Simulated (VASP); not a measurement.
# Ti (P6/mmm) in VASP: a series of runs

Ti is run at these levels: r2SCAN; tasks: relaxation of shape and atoms at fixed volume.

Everything below comes from runs of VASP 6.6.1. Logs are shortened: lines on timing, memory, paths and dates and some standing lists are left out, and cuts for length are marked.

## 1. The cell of the first run

It takes space group P6/mmm (No. 191, hexagonal). Conventional cell: a = 4.421 Å, b = 4.421 Å, c = 2.744 Å, α = 90.00°, β = 90.00°, γ = 120.00°. Ti (site symmetry 6/mmm) has 14 Ti at 2.74 to 2.90 Å within 3.6 Å. Ti (site symmetry -6m2) has 11 Ti at 2.55 to 2.90 Å within 3.4 Å.

This isn't the form of Ti at room conditions, which is hcp.

## 2. Relaxation of shape and atoms at fixed volume, r2SCAN (15.48 Å³/atom)

POSCAR reads:

```
Ti
1.0
    4.4214518316      0.0000000000      0.0000000000
   -2.2107259158      3.8290896078      0.0000000000
    0.0000000000      0.0000000000      2.7437790572
Ti
3
Direct
    0.0000000000      0.0000000000      0.0000000000
    0.3333333333      0.6666666667      0.5000000000
    0.6666666667      0.3333333333      0.5000000000
```

INCAR.step1 reads:

```
ALGO = Normal
EDIFF = 1E-4
ENCUT = 600
GGA = PE
ISMEAR = 0
LASPH = T
LCHARG = F
LREAL = F
LWAVE = T
NELM = 100
PREC = Accurate
SIGMA = 0.1
```

INCAR.step2 reads:

```
ALGO = Normal
EDIFF = 1E-7
EDIFFG = -0.01
ENCUT = 600
IBRION = 2
ISIF = 4
ISMEAR = 0
ISTART = 1
LASPH = T
LCHARG = F
LMIXTAU = T
LREAL = F
LWAVE = F
METAGGA = R2SCAN
NELM = 100
NSW = 50
PREC = Accurate
SIGMA = 0.1
```

KPOINTS reads:

```
k-points
0
Gamma
  12 12 14
```

Potentials or basis: VASP PAW PBE potentials, release 64 (Ti_sv).

The run is started by

```
cat potpaw_PBE.64/Ti_sv/POTCAR > POTCAR
cp INCAR.step1 INCAR
mpirun -np 1 vasp_std > vasp.out
cp INCAR.step2 INCAR
mpirun -np 1 vasp_std > vasp.out
```

OUTCAR:

```text
EDIFF = 1E-7
   EDIFFG = -0.01
   ENCUT = 600
   IBRION = 2
   ISIF = 4
   ISMEAR = 0
   ISTART = 1
   LASPH = T
   LREAL = F
   METAGGA = R2SCAN
   NELM = 100
   NSW = 50
   PREC = Accurate

 ion  position               nearest neighbor table
   1  0.000  0.000  0.000-   2 2.90   3 2.90   2 2.90   3 2.90   3 2.90   3 2.90   2 2.90   2 2.90
                             3 2.90   3 2.90   2 2.90   2 2.90
   2  0.333  0.667  0.500-   3 2.55   3 2.55   3 2.55   1 2.90   1 2.90   1 2.90   1 2.90   1 2.90
                             1 2.90
   3  0.667  0.333  0.500-   2 2.55   2 2.55   2 2.55   1 2.90   1 2.90   1 2.90   1 2.90   1 2.90
                             1 2.90

  LATTYP: Found a hexagonal cell.
 ALAT       =     4.4214518316
 C/A-ratio  =     0.6205606578

  Lattice vectors:

 A1 = (   4.4214518316,   0.0000000000,   0.0000000000)
 A2 = (  -2.2107259158,   3.8290896078,   0.0000000000)
 A3 = (   0.0000000000,   0.0000000000,   2.7437790572)

Analysis of symmetry for initial positions (statically):
=====================================================================
 Subroutine PRICEL returns:
 Original cell was already a primitive cell.

 Routine SETGRP: Setting up the symmetry group for a
 hexagonal supercell.

 Subroutine GETGRP returns: Found 24 space group operations
 (whereof 24 operations were pure point group operations)
 out of a pool of 24 trial point group operations.

The static configuration has the point symmetry D_6h.

Analysis of symmetry for dynamics (positions and initial velocities):
=====================================================================
 Subroutine PRICEL returns:
 Original cell was already a primitive cell.

 Routine SETGRP: Setting up the symmetry group for a
 hexagonal supercell.

 Subroutine GETGRP returns: Found 24 space group operations
 (whereof 24 operations were pure point group operations)
 out of a pool of 24 trial point group operations.

The dynamic configuration has the point symmetry D_6h.

 Subroutine INISYM returns: Found 24 space group operations
 (whereof 24 operations are pure point group operations),
 and found     1 'primitive' translations

----------------------------------------------------------------------------------------

                                     Primitive cell

  volume of cell :      46.4526

  direct lattice vectors                    reciprocal lattice vectors
     4.421451832  0.000000000  0.000000000     0.226170054  0.130579342  0.000000000
    -2.210725916  3.829089608  0.000000000     0.000000000  0.261158683  0.000000000
     0.000000000  0.000000000  2.743779057     0.000000000  0.000000000  0.364460833

  length of vectors
     4.421451832  4.421451832  2.743779057     0.261158683  0.261158683  0.364460833

  position of ions in fractional coordinates (direct lattice)
     0.000000000  0.000000000  0.000000000
     0.333333333  0.666666667  0.500000000
     0.666666667  0.333333333  0.500000000

  ion indices of the primitive-cell ions
   primitive index   ion index
                 1           1
                 2           2
                 3           3

----------------------------------------------------------------------------------------

 KPOINTS: k-points

Automatic generation of k-mesh.
 Grid dimensions read from file:
 generate k-points for:   12   12   14

 Generating k-lattice:

  Cartesian coordinates                     Fractional coordinates (reciprocal lattice)
     0.018847505  0.010881612  0.000000000     0.083333333  0.000000000  0.000000000
     0.000000000  0.021763224  0.000000000     0.000000000  0.083333333  0.000000000
     0.000000000  0.000000000  0.026032917     0.000000000  0.000000000  0.071428571

[... 59 lines left out ...]
   NSW    =     50    number of steps for IOM
   IBRION =      2    ionic relax: 0-MD 1-quasi-New 2-CG
   NFREE  =      1    steps in history (QN), initial steepest desc. (CG)
   ISIF   =      4    stress and relaxation
   ISYM   =      2    0-nonsym 1-usesym 2-fastsym
   POTIM  = 0.5000    time-step for ionic-motion
   TEBEG  =    0.0;   TEEND  =   0.0 temperature during run
   PSTRESS=    0.0 pullay stress
   NELECT =      36.0000    total number of electrons
   NUPDOWN=      -1.0000    fix difference up-down
   EMIN   =  10.00;   EMAX   =-10.00  energy-range for DOS
   EFERMI =   0.00;   METHOD = LEGACY
   ISMEAR =     0;   SIGMA  =   0.10  broadening in eV -4-tet -1-fermi 0-gaus
   EFERMI_NEDOS =   21; number of points for ismear=-14 and -15
   IALGO  =     38    algorithm
   IMIX   =      4    mixing-type and parameters
     AMIX     =   0.40;   BMIX     =  1.00
     AMIX_MAG =   1.60;   BMIX_MAG =  1.00
  volume/ion in A,a.u.               =      15.48       104.49
  Fermi-wavevector in a.u.,A,eV,Ry     =   1.503739  2.841655 30.765917  2.261231
  Thomas-Fermi vector in A             =   2.614810
   LORBIT       =      0    0 simple, 1 ext, 2 COOP (PROOUT), +10 PAW based schemes
   METAGGA = R2SCAN    functional components
   LHFCALC =     F    Hartree Fock is set to
   AEXX    =    0.0000 exact exchange contribution
   IVDW    =     0    specifies the selected vdW correction
   LEPSILON=     F    determine dielectric tensor
   LRPA    =     F    only Hartree local field effects (RPA)
 conjugate gradient relaxation of ions
 non-spin polarized calculation
 Gauss-broadening in eV      SIGMA  =   0.10
  energy-cutoff  :      600.00
  volume of cell :       46.45
 maximum number of plane-waves:      1572
 NGX is ok and might be reduce to    36
   NGX = 17   NGY = 17   NGZ = 11

--------------------------------------- Ionic step        1  -------------------------------------------

 number of electron      35.9999999 magnetization

 Free energy of the ion-electron system (eV)
  ---------------------------------------------------
  ext. energy  EPLUGINS =         0.00000000
  ---------------------------------------------------
  free energy    TOTEN  =       -38.71121302 eV

  energy without entropy =      -38.69976968  energy(sigma->0) =      -38.70549135

------------------------ aborting loop because EDIFF is reached ----------------------------------------

  FORCE on cell =-STRESS in cart. coord.  units (eV):
  Direction    XX          YY          ZZ          XY          YZ          ZX
  --------------------------------------------------------------------------------------
  -------------------------------------------------------------------------------------
  Total        3.9585796      3.9585796      4.0439694      0.0000000     -0.0000000     -0.0000000
  in kB      136.5338711    136.5338711    139.4790179      0.0000000     -0.0000000     -0.0000000
  external PRESSURE =     137.5155867 kB  Pullay stress =       0.0000000 kB

 VOLUME and BASIS-vectors are now :
 -----------------------------------------------------------------------------
  energy-cutoff  :      600.00
  volume of cell :       46.45
      direct lattice vectors                 reciprocal lattice vectors
     4.421451832  0.000000000  0.000000000     0.226170054  0.130579342  0.000000000
    -2.210725916  3.829089608  0.000000000     0.000000000  0.261158683  0.000000000
     0.000000000  0.000000000  2.743779057     0.000000000  0.000000000  0.364460833

 POSITION                                       TOTAL-FORCE (eV/Angst)
 -----------------------------------------------------------------------------------
      0.00000      0.00000      0.00000        -0.000000      0.000000      0.000000
     -0.00000      2.55273      1.37189         0.000000     -0.000000     -0.000000
      2.21073      1.27636      1.37189        -0.000000      0.000000      0.000000
 -----------------------------------------------------------------------------------
    total drift:                                0.000000      0.000000     -0.000000

  FREE ENERGIE OF THE ION-ELECTRON SYSTEM (eV)
  ---------------------------------------------------
  free  energy   TOTEN  =       -38.7112130247 eV

  energy  without entropy=      -38.6997696849  energy(sigma->0) =      -38.70549135

--------------------------------------- Ionic step        2  -------------------------------------------

 number of electron      35.9999998 magnetization

 Free energy of the ion-electron system (eV)
  ---------------------------------------------------
  ext. energy  EPLUGINS =         0.00000000
  ---------------------------------------------------
  free energy    TOTEN  =       -38.71124699 eV

  energy without entropy =      -38.69980374  energy(sigma->0) =      -38.70552536

 E-fermi :   9.5783     XC(G=0): -13.0051

 val. band max:        9.5782182003   @ k =   0.2500   0.0000   0.0714
 cond. band min:       9.5799124564   @ k =   0.3333   0.1667   0.0000
 fundamental gap:      0.0016942560
 Fermi energy:         9.5783094700

 k-point     1 :       0.0000    0.0000    0.0000
  band No.  band energies     occupation
      1     -49.4988      2.00000
      2     -49.2432      2.00000
      3     -49.0204      2.00000
      4     -24.8064      2.00000
      5     -24.8064      2.00000
      6     -24.8060      2.00000
[... 589 lines left out ...]
     21      10.4024      0.00000
     22      10.8938      0.00000

 [... further k-points ...]

------------------------ aborting loop because EDIFF is reached ----------------------------------------

  FORCE on cell =-STRESS in cart. coord.  units (eV):
  Direction    XX          YY          ZZ          XY          YZ          ZX
  --------------------------------------------------------------------------------------
  -------------------------------------------------------------------------------------
  Total        3.9875809      3.9875809      3.9783548      0.0000000      0.0000000     -0.0000000
  in kB      137.5341411    137.5341411    137.2159281      0.0000000      0.0000000     -0.0000000
  external PRESSURE =     137.4280701 kB  Pullay stress =       0.0000000 kB

 VOLUME and BASIS-vectors are now :
 -----------------------------------------------------------------------------
  energy-cutoff  :      600.00
  volume of cell :       46.45
      direct lattice vectors                 reciprocal lattice vectors
     4.419428995  0.000000000 -0.000000000     0.226273575  0.130639110 -0.000000000
    -2.209714497  3.827337780  0.000000000     0.000000000  0.261278219  0.000000000
     0.000000000 -0.000000000  2.746291367     0.000000000  0.000000000  0.364127424

 POSITION                                       TOTAL-FORCE (eV/Angst)
 -----------------------------------------------------------------------------------
      4.41943     -0.00000     -0.00000         0.000000      0.000000      0.000000
     -0.00000      2.55156      1.37315         0.000000     -0.000000     -0.000000
      2.20971      1.27578      1.37315        -0.000000     -0.000000      0.000000
 -----------------------------------------------------------------------------------
    total drift:                                0.000000      0.000000     -0.000000

  FREE ENERGIE OF THE ION-ELECTRON SYSTEM (eV)
  ---------------------------------------------------
  free  energy   TOTEN  =       -38.7112469907 eV

  energy  without entropy=      -38.6998037382  energy(sigma->0) =      -38.70552536

 reached required accuracy - stopping structural energy minimisation
```

Run time: 28 min. Hardware: 1 thread of Oxide Virtual Turin-like, shared host; peak memory 0.26 GiB.

What came out:

| Quantity | Value |
| --- | --- |
| Free energy | -38.7112 eV |
| Energy gained by relaxing | 0.0 meV/atom |
| Ionic steps | 2 |
| Pressure after relaxing | 13.7 GPa |
| Band gap on the k mesh | zero (bands 18 and 19 overlap by 0.37 eV) |

Final structure:
```xyz
3
Lattice="4.4194 0.0000 0.0000 -2.2097 3.8273 0.0000 0.0000 0.0000 2.7463" Properties=species:S:1:pos:R:3 pbc="T T T"
Ti    4.4194    0.0000    0.0000
Ti    0.0000    2.5516    1.3731
Ti    2.2097    1.2758    1.3731
```

Caveat: the PAW data sets were made with another functional, which shifts forces and pressure a little.

## 3. Relaxation of shape and atoms at fixed volume, r2SCAN (17.53 Å³/atom)

This run uses another cell than the first one, of 17.53 Å³/atom.

POSCAR reads:

```
Ti
1.0
    4.6135096608      0.0000000000      0.0000000000
   -2.3067548304      3.9954165669      0.0000000000
    0.0000000000      0.0000000000      2.8524096474
Ti
3
Direct
    0.0000000000      0.0000000000      0.0000000000
    0.3333333333      0.6666666667      0.5000000000
    0.6666666667      0.3333333333      0.5000000000
```

INCAR.step1 reads:

```
SYSTEM = Ti
  PREC = Accurate
  ENCUT = 600
  ISMEAR = 0
  SIGMA = 0.1
  LREAL = .False.
  LASPH = .True.
  NELM = 80
  GGA = PE
  ALGO = Normal
  EDIFF = 1E-4
  LWAVE = .True.
  LCHARG = .False.
```

INCAR.step2 reads:

```
SYSTEM = Ti
  PREC = Accurate
  ENCUT = 600
  EDIFF = 1E-7
  ISMEAR = 0
  SIGMA = 0.1
  LREAL = .False.
  LASPH = .True.
  NELM = 80
  ALGO = Normal
  ISIF = 4
  LWAVE = .False.
  LCHARG = .False.
  METAGGA = R2SCAN
  LMIXTAU = .True.
  IBRION = 2
  NSW = 50
  EDIFFG = -0.01
  ISTART = 1
```

KPOINTS reads:

```
Automatic mesh
0
Gamma
  12 12 14
  0 0 0
```

Potentials or basis: VASP PAW PBE potentials, release 64 (Ti_sv).

The run is started by

```
cat potpaw_PBE.64/Ti_sv/POTCAR > POTCAR
cp INCAR.step1 INCAR
mpirun -np 1 vasp_std > vasp.out
cp INCAR.step2 INCAR
mpirun -np 1 vasp_std > vasp.out
```

Run time: 18 min. Hardware: 1 thread of Oxide Virtual Turin-like, shared host; peak memory 0.29 GiB.

It converged, with:

```yaml
Free_energy: -38.8932 eV
Energy_gained_by_relaxing: 0.0 meV/atom
Ionic_steps: 2
Pressure_after_relaxing: -2.9 GPa
Band_gap_on_the_k_mesh: zero (bands 18 and 19 overlap by 0.21 eV)
```

Final structure:
```yaml
crystal:
  lattice:
    - [4.61600, 0.00000, 0.00000]
    - [-2.30800, 3.99757, 0.00000]
    - [0.00000, 0.00000, 2.84934]
  atoms:
    - { symbol: Ti, position: [0.00000, 0.00000, 0.00000] }
    - { symbol: Ti, position: [0.33333, 0.66667, 0.50000] }
    - { symbol: Ti, position: [0.66667, 0.33333, 0.50000] }
```

Levels at points of the mesh, in eV from the Fermi level:
| k point | band 14 | band 15 | band 16 | band 17 | band 18 | band 19 | band 20 | band 21 | band 22 |
| --- | --- | --- | --- | --- | --- | --- | --- | --- | --- |
| (0.00, 0.00, 0.00) | -1.95 | -0.78 | -0.78 | -0.76 | -0.76 | 0.01 | 0.79 | 1.40 | 1.40 |
| (0.50, 0.00, 0.00) | -3.86 | -2.69 | -0.39 | -0.33 | -0.32 | 0.10 | 0.61 | 0.84 | 1.15 |
| (0.00, 0.00, 0.50) | -2.10 | -2.10 | -1.98 | -1.71 | -1.71 | 1.11 | 1.11 | 1.34 | 1.35 |
| (0.50, 0.00, 0.50) | -2.20 | -1.74 | -1.22 | -0.84 | -0.72 | 0.46 | 0.84 | 0.90 | 1.11 |

Caveat: the PAW data sets were made with another functional, which shifts forces and pressure a little.
